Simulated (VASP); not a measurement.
Input of a VASP 6.6.1 run:

The input INCAR:

```
ALGO = Normal
EDIFF = 1E-6
ENCUT = 520
GGA = PE
ISIF = 2
ISMEAR = -1
LASPH = True
LCHARG = True
LELF = True
LREAL = False
LVHAR = True
LWAVE = False
NBANDS = 20
NELM = 60
PREC = Accurate
SIGMA = 0.1
```

KPOINTS

```
k-points
0
Gamma
  11 11 15
```

The input POSCAR:

```
Co
1.0
    3.9610322555      0.0000000000      0.0000000000
   -1.9805161278      3.4303545584      0.0000000000
    0.0000000000      0.0000000000      2.4279461566
Co
3
Direct
    0.0000000000      0.0000000000      0.0000000000
    0.3333333333      0.6666666667      0.5000000000
    0.6666666667      0.3333333333      0.5000000000
```

Potentials or basis: VASP PAW PBE potentials, release 64 (Co).

Run with:

```bash
$ cat potpaw_PBE.64/Co/POTCAR > POTCAR
$ mpirun -np 1 vasp_std > vasp.out
```

Q: Predict the band gap on the k mesh.

A: Zero (an odd number of electrons rules out a gap without spin polarisation).

Q: Predict the pressure.

A: -8.9 GPa.

Stress tensor (GPa, compression positive):
```
-9.13  0.00  0.00
 0.00 -9.13  0.00
 0.00  0.00 -8.33
```

Caveat: the cell stands under tension; the run has no spin polarisation, though such a crystal can be magnetic. Spin polarisation is off, so any magnetic state and its effect on volume and gap are missing.
